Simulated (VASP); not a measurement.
# Na3CoMo (Pm-3m) in VASP: notebook

Runs on Na3CoMo. Level: PBE. Tasks: single point, relaxation of cell and atoms.

All numbers are computed with VASP 6.6.1; they aren't measurements. Logs are shortened: lines on timing, memory, paths and dates and some standing lists are left out, and cuts for length are marked.

## (1) The cell of the first run

The structure is cubic, space group Pm-3m (No. 221). The conventional cell has a = 5.825 Å, b = 5.825 Å, c = 5.825 Å, α = 90.00°, β = 90.00°, γ = 90.00°. Na (site symmetry 4/mmm) has 2 Mo at 2.91 Å within 3.8 Å. Within 5.4 Å of Co (site symmetry m-3m) lie 12 Na at 4.12 Å and 8 Mo at 5.04 Å. Mo (site symmetry m-3m) has 6 Na at 2.91 Å within 3.8 Å.

## (2) Single point, PBE, collinear spin, ferromagnetic start

INCAR reads:

```
PREC = Accurate ; ENCUT = 520
EDIFF = 1E-7 ; ISMEAR = 0
SIGMA = 0.1 ; LREAL = F
LASPH = T ; NELM = 150
ALGO = Normal ; ISIF = 2
LWAVE = F ; LCHARG = T
ISPIN = 2 ; MAGMOM = 0 0 0 2.14 2
LORBIT = 11 ; LMAXMIX = 4
GGA = PE ; LELF = T
LVHAR = T ; NBANDS = 34
```

KPOINTS reads:

```
Automatic mesh
0
Gamma
  4 4 4
```

POSCAR reads:

```
Na3CoMo
1.0
    5.8246414178      0.0000000000      0.0000000000
    0.0000000000      5.8246414178      0.0000000000
    0.0000000000      0.0000000000      5.8246414178
Na Co Mo
3 1 1
Direct
    0.0000000000      0.5000000000      0.5000000000
    0.5000000000      0.0000000000      0.5000000000
    0.5000000000      0.5000000000      0.0000000000
    0.0000000000      0.0000000000      0.0000000000
    0.5000000000      0.5000000000      0.5000000000
```

Potentials or basis: VASP PAW PBE potentials, release 64 (Na_pv, Co, Mo_sv).

Run with:

```bash
$ cat potpaw_PBE.64/Na_pv/POTCAR potpaw_PBE.64/Co/POTCAR potpaw_PBE.64/Mo_sv/POTCAR > POTCAR
$ mpirun -np 1 vasp_std > vasp.out
```

OUTCAR:

```text
PREC = Accurate
   ENCUT = 520
   EDIFF = 1E-7
   ISMEAR = 0
   LREAL = F
   LASPH = T
   NELM = 150
   ISIF = 2
   ISPIN = 2
   LORBIT = 11
   GGA = PE

 ion  position               nearest neighbor table
   1  0.000  0.500  0.500-   5 2.91   5 2.91
   2  0.500  0.000  0.500-   5 2.91   5 2.91
   3  0.500  0.500  0.000-   5 2.91   5 2.91
   4  0.000  0.000  0.000-
   5  0.500  0.500  0.500-   1 2.91   2 2.91   3 2.91   3 2.91   2 2.91   1 2.91

  LATTYP: Found a simple cubic cell.
 ALAT       =     5.8246414178

  Lattice vectors:

 A1 = (   5.8246414178,   0.0000000000,   0.0000000000)
 A2 = (   0.0000000000,   5.8246414178,   0.0000000000)
 A3 = (   0.0000000000,   0.0000000000,   5.8246414178)

Analysis of symmetry for initial positions (statically):
=====================================================================
 Subroutine PRICEL returns:
 Original cell was already a primitive cell.

 Routine SETGRP: Setting up the symmetry group for a
 simple cubic supercell.

 Subroutine GETGRP returns: Found 48 space group operations
 (whereof 48 operations were pure point group operations)
 out of a pool of 48 trial point group operations.

The static configuration has the point symmetry O_h .

Analysis of symmetry for dynamics (positions and initial velocities):
=====================================================================
 Subroutine PRICEL returns:
 Original cell was already a primitive cell.

 Routine SETGRP: Setting up the symmetry group for a
 simple cubic supercell.

 Subroutine GETGRP returns: Found 48 space group operations
 (whereof 48 operations were pure point group operations)
 out of a pool of 48 trial point group operations.

The dynamic configuration has the point symmetry O_h .

Analysis of structural, dynamic, and magnetic symmetry:
=====================================================================
 Subroutine PRICEL returns:
 Original cell was already a primitive cell.

 Routine SETGRP: Setting up the symmetry group for a
 simple cubic supercell.

 Subroutine GETGRP returns: Found 48 space group operations
 (whereof 48 operations were pure point group operations)
 out of a pool of 48 trial point group operations.

The overall configuration has the point symmetry O_h .

 Subroutine INISYM returns: Found 48 space group operations
 (whereof 48 operations are pure point group operations),
 and found     1 'primitive' translations

----------------------------------------------------------------------------------------

                                     Primitive cell

  volume of cell :     197.6094

  direct lattice vectors                    reciprocal lattice vectors
     5.824641418  0.000000000  0.000000000     0.171684388  0.000000000  0.000000000
     0.000000000  5.824641418  0.000000000     0.000000000  0.171684388  0.000000000
     0.000000000  0.000000000  5.824641418     0.000000000  0.000000000  0.171684388

  length of vectors
     5.824641418  5.824641418  5.824641418     0.171684388  0.171684388  0.171684388

  position of ions in fractional coordinates (direct lattice)
     0.000000000  0.500000000  0.500000000
     0.500000000  0.000000000  0.500000000
     0.500000000  0.500000000  0.000000000
     0.000000000  0.000000000  0.000000000
     0.500000000  0.500000000  0.500000000

  ion indices of the primitive-cell ions
   primitive index   ion index
                 1           1
                 2           2
                 3           3
                 4           4
                 5           5

----------------------------------------------------------------------------------------

 KPOINTS: Automatic mesh

Automatic generation of k-mesh.
 Grid dimensions read from file:
 generate k-points for:    4    4    4

 Generating k-lattice:

  Cartesian coordinates                     Fractional coordinates (reciprocal lattice)
     0.042921097  0.000000000  0.000000000     0.250000000  0.000000000  0.000000000
     0.000000000  0.042921097  0.000000000     0.000000000  0.250000000  0.000000000
     0.000000000  0.000000000  0.042921097     0.000000000  0.000000000  0.250000000

  Length of vectors
     0.042921097  0.042921097  0.042921097

  Shift w.r.t. Gamma in fractional coordinates (k-lattice)
     0.000000000  0.000000000  0.000000000

 Subroutine IBZKPT returns following result:
 ===========================================

 Found     10 irreducible k-points:

 Following reciprocal coordinates:
            Coordinates               Weight
  0.000000  0.000000  0.000000      1.000000
  0.250000  0.000000  0.000000      6.000000
  0.500000  0.000000  0.000000      3.000000
  0.250000  0.250000  0.000000     12.000000
  0.500000  0.250000  0.000000     12.000000
  0.500000  0.500000  0.000000      3.000000
  0.250000  0.250000  0.250000      8.000000
  0.500000  0.250000  0.250000     12.000000
  0.500000  0.500000  0.250000      6.000000
  0.500000  0.500000  0.500000      1.000000
   k-points           NKPTS =     10   k-points in BZ     NKDIM =     10   number of bands    NBANDS=     34
   number of dos      NEDOS =    301   number of ions     NIONS =      5
   total plane-waves  NPLWV = 110592
   dimension x,y,z NGX =    48 NGY =   48 NGZ =   48
   dimension x,y,z NGXF=    96 NGYF=   96 NGZF=   96
   ions per type =               3   1   1
   NGX,Y,Z   is equivalent  to a cutoff of  13.70, 13.70, 13.70 a.u.
   NGXF,Y,Z  is equivalent  to a cutoff of  27.40, 27.40, 27.40 a.u.
 SYSTEM =  unknown system
   PREC   = accura    normal or accurate (medium, high low for compatibility)
   ISTART =      0    job   : 0-new  1-cont  2-samecut
   ICHARG =      2    charge: 1-file 2-atom 10-const
   ISPIN  =      2    spin polarized calculation?
   LNONCOLLINEAR =      F non collinear calculations
   LSORBIT =      F    spin-orbit coupling
   LASPH  =      T    aspherical Exc in radial PAW
   ENCUT  =  520.0 eV  38.22 Ry    6.18 a.u.  10.83 10.83 10.83*2*pi/ulx,y,z
   NELM   =    150;   NELMIN=  2; NELMDL= -5     # of ELM steps
   EDIFF  = 0.1E-06   stopping-criterion for ELM
   LREAL  =      F    real-space projection
   EDIFFG = 0.1E-05   stopping-criterion for IOM
   NSW    =      0    number of steps for IOM
   IBRION =     -1    ionic relax: 0-MD 1-quasi-New 2-CG
   NFREE  =      0    steps in history (QN), initial steepest desc. (CG)
   ISIF   =      2    stress and relaxation
   ISYM   =      2    0-nonsym 1-usesym 2-fastsym
   POTIM  = 0.5000    time-step for ionic-motion
   TEBEG  =    0.0;   TEEND  =   0.0 temperature during run
   PSTRESS=    0.0 pullay stress
   NELECT =      44.0000    total number of electrons
   NUPDOWN=      -1.0000    fix difference up-down
   EMIN   =  10.00;   EMAX   =-10.00  energy-range for DOS
   EFERMI =   0.00;   METHOD = LEGACY
   ISMEAR =     0;   SIGMA  =   0.10  broadening in eV -4-tet -1-fermi 0-gaus
   EFERMI_NEDOS =   21; number of points for ismear=-14 and -15
   IALGO  =     38    algorithm
   IMIX   =      4    mixing-type and parameters
     AMIX     =   0.40;   BMIX     =  1.00
     AMIX_MAG =   1.60;   BMIX_MAG =  1.00
  volume/ion in A,a.u.               =      39.52       266.71
  Fermi-wavevector in a.u.,A,eV,Ry     =   0.992255  1.875090 13.395882  0.984570
  Thomas-Fermi vector in A             =   2.124054
   LORBIT       =     11    0 simple, 1 ext, 2 COOP (PROOUT), +10 PAW based schemes
   GGA     = PE    functional components
   LHFCALC =     F    Hartree Fock is set to
   AEXX    =    0.0000 exact exchange contribution
   IVDW    =     0    specifies the selected vdW correction
   LEPSILON=     F    determine dielectric tensor
   LRPA    =     F    only Hartree local field effects (RPA)
 spin polarized calculation
 Gauss-broadening in eV      SIGMA  =   0.10
  energy-cutoff  :      520.00
  volume of cell :      197.61
 maximum number of plane-waves:      5400
 NGX is ok and might be reduce to    48
   NGX = 21   NGY = 21   NGZ = 21

 number of electron      44.0000042 magnetization       6.6567306

 Free energy of the ion-electron system (eV)
  ---------------------------------------------------
  ext. energy  EPLUGINS =         0.00000000
  ---------------------------------------------------
  free energy    TOTEN  =       -12.72776588 eV

  energy without entropy =      -12.71401950  energy(sigma->0) =      -12.72089269

 E-fermi :   0.6245     XC(G=0):  -6.8163

 val. band max:        0.5975757404   @ k =   0.2500   0.2500   0.2500
 cond. band min:       0.6719156770   @ k =   0.2500   0.2500   0.0000
 fundamental gap:      0.0743399366
 Fermi energy:         0.6245231207

 spin component 1

 k-point     1 :       0.0000    0.0000    0.0000
  band No.  band energies     occupation
      1     -61.2354      1.00000
      2     -35.5027      1.00000
      3     -35.5027      1.00000
      4     -35.5027      1.00000
      5     -24.1440      1.00000
      6     -24.1440      1.00000
[... 359 lines left out ...]
     33       8.8627      0.00000
     34       8.8869      0.00000
 Fermi energy:         0.6245231207

 spin component 2

 k-point     1 :       0.0000    0.0000    0.0000
  band No.  band energies     occupation
      1     -58.9066      1.00000
      2     -32.9151      1.00000
      3     -32.9151      1.00000
      4     -32.9151      1.00000
      5     -24.1219      1.00000
      6     -24.1219      1.00000
[... 359 lines left out ...]
     33       9.1964      0.00000
     34       9.1965      0.00000

------------------------ aborting loop because EDIFF is reached ----------------------------------------

  FORCE on cell =-STRESS in cart. coord.  units (eV):
  Direction    XX          YY          ZZ          XY          YZ          ZX
  --------------------------------------------------------------------------------------
  -------------------------------------------------------------------------------------
  Total        0.0299113      0.0299113      0.0299113     -0.0000000      0.0000000      0.0000000
  in kB        0.2425147      0.2425147      0.2425147     -0.0000000      0.0000000      0.0000000
  external PRESSURE =       0.2425147 kB  Pullay stress =       0.0000000 kB

 VOLUME and BASIS-vectors are now :
 -----------------------------------------------------------------------------
  energy-cutoff  :      520.00
  volume of cell :      197.61
      direct lattice vectors                 reciprocal lattice vectors
     5.824641418  0.000000000  0.000000000     0.171684388  0.000000000  0.000000000
     0.000000000  5.824641418  0.000000000     0.000000000  0.171684388  0.000000000
     0.000000000  0.000000000  5.824641418     0.000000000  0.000000000  0.171684388

 POSITION                                       TOTAL-FORCE (eV/Angst)
 -----------------------------------------------------------------------------------
      0.00000      2.91232      2.91232         0.000000      0.000000      0.000000
      2.91232      0.00000      2.91232         0.000000      0.000000      0.000000
      2.91232      2.91232      0.00000         0.000000      0.000000      0.000000
      0.00000      0.00000      0.00000         0.000000      0.000000      0.000000
      2.91232      2.91232      2.91232         0.000000      0.000000      0.000000
 -----------------------------------------------------------------------------------
    total drift:                                0.000000     -0.000000     -0.000000

  FREE ENERGIE OF THE ION-ELECTRON SYSTEM (eV)
  ---------------------------------------------------
  free  energy   TOTEN  =       -12.7277658760 eV

  energy  without entropy=      -12.7140195010  energy(sigma->0) =      -12.72089269

 total charge

# of ion       s       p       d       tot
------------------------------------------
    1        0.093   5.970   0.000   6.064
    2        0.093   5.970   0.000   6.064
    3        0.093   5.970   0.000   6.064
    4        0.391   0.029   7.215   7.635
    5        2.369   5.973   3.965  12.306
--------------------------------------------------
tot          3.039  23.913  11.179  38.132

 magnetization (x)

# of ion       s       p       d       tot
------------------------------------------
    1       -0.002   0.008   0.000   0.006
    2       -0.002   0.008   0.000   0.006
    3       -0.002   0.008   0.000   0.006
    4        0.059  -0.008   2.070   2.121
    5        0.100   0.019   3.627   3.747
--------------------------------------------------
tot          0.153   0.035   5.697   5.885
```

Wall time 3.9 min (1 thread of Intel Xeon 6975P-C (Granite Rapids), shared host); peak memory 0.44 GiB.

What came out:

- Free energy: -12.7278 eV
- Pressure: 0.0 GPa
- Net moment: 6.66 μB per cell
- Site moments: Na +0.01; Co +2.12; Mo +3.75 μB
- Valence electrons inside the program's atomic spheres: Na 6.06; Co 7.63; Mo 12.31

## (3) Relaxation of cell and atoms, PBE, collinear spin, ferromagnetic start

This run uses another cell than the first one, of 16.47 Å³/atom.

INCAR reads:

```
SYSTEM = Na3CoMo
PREC = Accurate
ENCUT = 600
EDIFF = 1E-6
ISMEAR = 0
SIGMA = 0.1
LREAL = .FALSE.
LASPH = .TRUE.
NELM = 150
ALGO = Normal
ISIF = 3
LWAVE = .FALSE.
LCHARG = .FALSE.
ISPIN = 2
MAGMOM = 0 0 0 2.14 2
LORBIT = 11
LMAXMIX = 4
GGA = PE
IBRION = 2
NSW = 90
EDIFFG = -0.04
```

KPOINTS reads:

```
regular mesh
0
G
  4 4 4
  0 0 0
```

Changes to POSCAR since step 2:

```diff
@@ -2,5 +2,5 @@
 1.0
-    5.8246414178      0.0000000000      0.0000000000
-    0.0000000000      5.8246414178      0.0000000000
-    0.0000000000      0.0000000000      5.8246414178
+    4.3510610059      0.0000000000      0.0000000000
+    0.0000000000      4.3510610059      0.0000000000
+    0.0000000000      0.0000000000      4.3510610059
 Na Co Mo
```

Potentials or basis: VASP PAW PBE potentials, release 64 (Na_pv, Co, Mo_sv).

Run with:

```bash
$ cat potpaw_PBE.64/Na_pv/POTCAR potpaw_PBE.64/Co/POTCAR potpaw_PBE.64/Mo_sv/POTCAR > POTCAR
$ mpirun -np 1 vasp_std > vasp.out
```

Wall time 14 min (1 thread of Intel Xeon 6975P-C (Granite Rapids), shared host); peak memory 0.27 GiB.

It converged, with:

```
Free energy                                           : -11.6137 eV
Relaxed volume                                        : 37.75 Å³/atom
Relaxed cell                                          : a = 5.736 Å, b = 5.736 Å, c = 5.736 Å, α = 90.00°, β = 90.00°, γ = 90.00°
Space group after relaxing (to 0.1 Å)                 : Pm-3m (No. 221)
Energy gained by relaxing                             : 1063.6 meV/atom
Ionic steps                                           : 5
Pressure after relaxing                               : 0.1 GPa
Net moment                                            : 4.99 μB per cell
Site moments                                          : Na +0.02; Co +0.18; Mo +3.79 μB
Valence electrons inside the program's atomic spheres : Na 6.07; Co 7.67; Mo 12.31
```

The path:
```
step  energy change (eV)  largest force (eV/Å)  pressure (GPa)  volume (Å³)
   1              0.0000                0.0000           19.54        82.37
   2             -3.3776                0.0000           13.28       108.73
   3             -5.2687                0.0000           -0.85       220.16
   4             -5.3342                0.0000           -0.49       204.71
   5             -5.3182                0.0000            0.14       188.77
```

Final structure:
```
CELL_PARAMETERS angstrom
5.73646 0.00000 0.00000
0.00000 5.73646 0.00000
0.00000 0.00000 5.73646
ATOMIC_POSITIONS crystal
Na 0.00000 0.50000 0.50000
Na 0.50000 0.00000 0.50000
Na 0.50000 0.50000 0.00000
Co 0.00000 0.00000 0.00000
Mo 0.50000 0.50000 0.50000
```

Levels at points of the mesh, in eV from the Fermi level:
Spin up:
| k point | band 22 | band 23 | band 24 | band 25 | band 26 | band 27 | band 28 |
| --- | --- | --- | --- | --- | --- | --- | --- |
| (0.00, 0.00, 0.00) | -0.72 | -0.11 | -0.06 | -0.06 | 1.06 | 1.06 | 1.06 |
| (0.50, 0.00, 0.00) | -0.77 | -0.73 | -0.06 | 0.02 | 1.83 | 1.85 | 1.85 |
| (0.50, 0.50, 0.00) | -0.68 | -0.58 | -0.58 | -0.53 | 0.01 | 0.03 | 2.21 |
| (0.50, 0.50, 0.50) | -0.88 | -0.43 | 0.04 | 0.04 | 0.46 | 0.46 | 0.46 |
Spin down:
```tsv
k point	band 16	band 17	band 18	band 19	band 20	band 21	band 22	band 23	band 24	band 25
(0.00, 0.00, 0.00)	-0.81	-0.02	-0.02	-0.02	0.31	0.31	0.62	0.83	0.83	0.83
(0.50, 0.00, 0.00)	-0.78	-0.70	-0.05	-0.05	0.01	0.37	0.54	0.54	0.82	0.82
(0.50, 0.50, 0.00)	-0.70	-0.69	-0.31	-0.31	-0.08	-0.08	0.14	0.72	0.74	0.74
(0.50, 0.50, 0.50)	-0.46	-0.32	-0.22	-0.22	-0.22	-0.04	-0.04	-0.04	0.93	0.93
```

Caveat: the k points lie up to 0.27 Å⁻¹ apart in the final cell; the volume moved by over 15 % at a fixed basis, so the end points are rough.

## (4) Single point, PBE, collinear spin, ferromagnetic start

This run uses another cell than the first one, of 39.94 Å³/atom.

INCAR reads:

```
SYSTEM = Na3CoMo
PREC = Accurate
ENCUT = 520
EDIFF = 1E-6
ISMEAR = 0
SIGMA = 0.1
LREAL = .False.
LASPH = .True.
NELM = 150
ALGO = Normal
ISIF = 2
LWAVE = .False.
LCHARG = .False.
ISPIN = 2
MAGMOM = 0 0 0 2.43 3.88
LORBIT = 11
LMAXMIX = 4
GGA = PE
NBANDS = 34
```

KPOINTS reads:

```
Automatic mesh
0
Gamma
  6 6 6
  0 0 0
```

Changes to POSCAR since step 3:

```diff
@@ -2,5 +2,5 @@
 1.0
-    4.3510610059      0.0000000000      0.0000000000
-    0.0000000000      4.3510610059      0.0000000000
-    0.0000000000      0.0000000000      4.3510610059
+    5.8449520559      0.0000000000      0.0000000000
+    0.0000000000      5.8449520559      0.0000000000
+    0.0000000000      0.0000000000      5.8449520559
 Na Co Mo
```

Run with:

```bash
$ cat potpaw_PBE.64/Na_pv/POTCAR potpaw_PBE.64/Co/POTCAR potpaw_PBE.64/Mo_sv/POTCAR > POTCAR
$ mpirun -np 1 vasp_std > vasp.out
```

Wall time 4.9 min (1 thread of Intel Xeon 6975P-C (Granite Rapids), shared host); peak memory 0.53 GiB.

Results (log left out):

```
Free energy                                           : -12.2888 eV
Pressure                                              : -0.2 GPa
Net moment                                            : 6.76 μB per cell
Site moments                                          : Na +0.01; Co +2.16; Mo +3.77 μB
Valence electrons inside the program's atomic spheres : Na 6.06; Co 7.62; Mo 12.30
```

Levels at points of the mesh, in eV from the Fermi level:
Spin up:
```
           k point  band 22  band 23  band 24  band 25  band 26  band 27  band 28  band 29
(0.00, 0.00, 0.00)    -1.69    -1.69    -1.69    -0.49     1.00     1.00     1.00     3.43
(0.50, 0.00, 0.00)    -1.78    -1.77    -1.77    -1.70     1.41     1.73     1.73     2.15
(0.50, 0.50, 0.00)    -1.76    -1.70    -1.70    -0.83    -0.57    -0.57     2.10     3.31
(0.50, 0.50, 0.50)    -1.87    -1.75    -1.75    -0.86     0.30     0.30     0.30     1.51
```
Spin down:
| k point | band 16 | band 17 | band 18 | band 19 | band 20 | band 21 | band 22 | band 23 |
| --- | --- | --- | --- | --- | --- | --- | --- | --- |
| (0.00, 0.00, 0.00) | -0.20 | 0.01 | 0.01 | 0.01 | 0.39 | 0.39 | 0.48 | 0.86 |
| (0.50, 0.00, 0.00) | -0.09 | -0.02 | -0.02 | 0.00 | 0.04 | 0.37 | 0.57 | 0.57 |
| (0.50, 0.50, 0.00) | -0.40 | -0.40 | -0.05 | -0.05 | -0.01 | 0.02 | 0.15 | 0.71 |
| (0.50, 0.50, 0.50) | -0.22 | -0.22 | -0.22 | -0.05 | -0.05 | -0.05 | 0.02 | 0.02 |

## (5) Summary

| task | cell | k mesh | cutoff (eV) | gap on the mesh (eV) | pressure (GPa) | moment (μB) |
| --- | --- | --- | --- | --- | --- | --- |
| single point | a = 5.825 Å, 5 atoms | 4 × 4 × 4 | 520 | none | 0.0 | 6.66 |
| relaxation of cell and atoms | relaxed from a = 4.351 Å, 5 atoms | 4 × 4 × 4 | 600 | none | 0.1 | 4.99 |
| single point | a = 5.845 Å, 5 atoms | 6 × 6 × 6 | 520 | none | -0.2 | 6.76 |

Alike in all rows: level PBE; potentials or basis VASP PAW PBE potentials, release 64 (Na_pv, Co, Mo_sv); spin collinear, ferromagnetic start; smearing gaussian 0.1 eV.

Caveats: some runs use coarse meshes; the volume moved by over 15 % at a fixed basis, so the end points are rough (at least some runs).

Total energies depend on the potentials used, so only differences within one code and one set of settings carry meaning.
